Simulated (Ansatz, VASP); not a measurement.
**C: VASP beside Ansatz**

```
C
1.0
    -2.51949    0.00000    0.00000
    -1.25975   -2.18194    0.00000
     0.62975    0.36358   10.36682
C
10
Direct
  0.87910 0.87910 0.87418
  0.85428 0.85428 0.72522
  0.08772 0.08772 0.12575
  0.81236 0.81236 0.47365
  0.11256 0.11256 0.27480
  0.78752 0.78752 0.32460
  0.22078 0.22078 0.92428
  0.51260 0.51260 0.67512
  0.41271 0.41271 0.07566
  0.48737 0.48737 0.52374
```

Alike in both runs: task single point; functional PBE; k mesh 10 × 10 × 3; occupations gaussian, width 0.05 eV; no spin polarisation.

```csv
,VASP,Ansatz
version,VASP 6.6.1,Ansatz 0.2.0
potentials or method,"VASP PAW PBE potentials, release 64 (C), cutoff 520 eV","scalar-relativistic, plane waves, PAW"
valence electrons in the cell,40,40
```

Ansatz gave:

| Property | Result |
| --- | --- |
| gap on the k mesh at the Fermi level (eV) | 2.13 |
| least direct gap on the mesh (eV) | 4.61 |
| pressure (GPa) | 0.7 |
| traceless stress, the component that is largest in VASP (GPa) | 23.93 |
| rms of the force components (eV/Å) | 1.143 |

**Question.** Estimate VASP's values.

**Answer.** gap on the k mesh at the Fermi level (eV): 2.13; least direct gap on the mesh (eV): 4.61; pressure (GPa): 1.4; traceless stress, the component that is largest in VASP (GPa): 23.93; rms of the force components (eV/Å): 1.140.

Atom by atom the forces differ by 0.006 eV/Å (rms over components). With one functional, cell and mesh, what is left measures potentials, basis and numerics.
